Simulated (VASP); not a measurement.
## WSe2: single point with PBEsol

The system is WSe2, a slab with vacuum.

```
CELL_PARAMETERS angstrom
3.31794 0.00000 0.00000
-1.65897 2.87342 0.00000
0.00000 0.00000 16.65814
ATOMIC_POSITIONS crystal
W 0.00000 0.00000 0.00000
Se 0.24509 0.60207 0.09979
Se 0.42158 0.73126 0.90021
```

This cell differs from its parent crystal: atoms displaced along a vibrational mode.

```json
{
 "Program": "VASP 6.6.1",
 "Task": "single point",
 "Functional": "PBEsol",
 "Potentials or basis": "VASP PAW PBE potentials, release 64 (W_sv, Se)",
 "Cutoff": "520 eV",
 "k mesh": "12 × 12 × 2",
 "Occupations": "gaussian, width 0.05 eV",
 "Spin": "no spin polarisation",
 "Dipole correction": "no",
 "Further INCAR settings": "ALGO = Normal; EDIFF = 1e-06; NBANDS = 20"
}
```

* Largest force: 2.667 eV/Å
* Band gap on the k mesh: 1.40 eV

Forces in eV/Å, atoms in the order of the input:
```
W    0.935  0.002  0.198
Se   1.087  1.553  0.583
Se  -2.022 -1.554 -0.781
```

Levels at points of the mesh, in eV from the valence-band top:
| k point | band 11 | band 12 | band 13 | band 14 | band 15 | band 16 |
| --- | --- | --- | --- | --- | --- | --- |
| (0.00, 0.00, 0.00) | -1.54 | -1.37 | -0.18 | 2.28 | 2.45 | 3.21 |
| (0.50, 0.00, 0.00) | -2.43 | -0.98 | -0.76 | 2.17 | 2.60 | 3.28 |
| (0.00, 0.50, 0.00) | -2.36 | -0.94 | -0.82 | 2.17 | 2.57 | 3.40 |
| (0.50, 0.50, 0.00) | -2.29 | -0.90 | -0.90 | 2.17 | 2.53 | 3.47 |
| (0.00, 0.00, 0.50) | -1.54 | -1.37 | -0.18 | 2.28 | 2.45 | 3.21 |
| (0.50, 0.00, 0.50) | -2.43 | -0.98 | -0.76 | 2.17 | 2.60 | 3.28 |
| (0.00, 0.50, 0.50) | -2.36 | -0.94 | -0.82 | 2.17 | 2.57 | 3.40 |
| (0.50, 0.50, 0.50) | -2.29 | -0.90 | -0.90 | 2.17 | 2.53 | 3.47 |

Wall time 4.6 min on 1 thread of Intel(R) Xeon(R) 6975P-C (Granite Rapids) (shared host), peak memory 0.63 GiB.

Caveat: the cell differs from its parent crystal (atoms displaced along a vibrational mode); the PAW data sets were made with another functional, which shifts forces and pressure a little; spin-orbit coupling is left out, which moves the levels of the heavy elements.
